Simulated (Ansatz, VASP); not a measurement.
## One calculation of TaPb, two programs

```xyz
4
Lattice="3.5068 0.0000 0.0000 0.0000 3.5068 0.0000 0.0000 0.0000 8.1965" Properties=species:S:1:pos:R:3 pbc="T T T"
Ta    0.0000    1.7534    0.6290
Ta    1.7534    0.0000    7.5675
Pb    0.0000    1.7534    5.6301
Pb    1.7534    0.0000    2.5664
```

Change from the starting cell: the structure that the rattled cell fell into.

Alike in both runs: functional PBE; k mesh 6 × 6 × 4; occupations gaussian, width 0.1 eV; no spin polarisation.

Ansatz relaxed the structure, and its values are those at the end. VASP's run is a single point on that final structure, the one shown.

|  | VASP | Ansatz |
| --- | --- | --- |
| version | VASP 6.6.1 | Ansatz 0.2.0 |
| potentials or method | VASP PAW PBE potentials, release 64 (Ta_pv, Pb_d), cutoff 520 eV | scalar-relativistic, plane waves, PAW |
| valence electrons in the cell | 50 | 54 |

```csv
,VASP,Ansatz,Ansatz less VASP
gap on the k mesh at the Fermi level (eV),none,none,-
pressure (GPa),0.1,0.1,0.00
rms of the force components (eV/Å),0.011,0.010,-0.0015
```

A gap of «none» marks a metal or a gap that the smearing closes. The functional is the same, so the differences come from potentials, cutoffs and numerics. VASP's potentials hold 50 valence electrons a cell and Ansatz's 54, so a difference there can come from the potentials and not from the codes.

Neither program's run includes spin-orbit coupling.
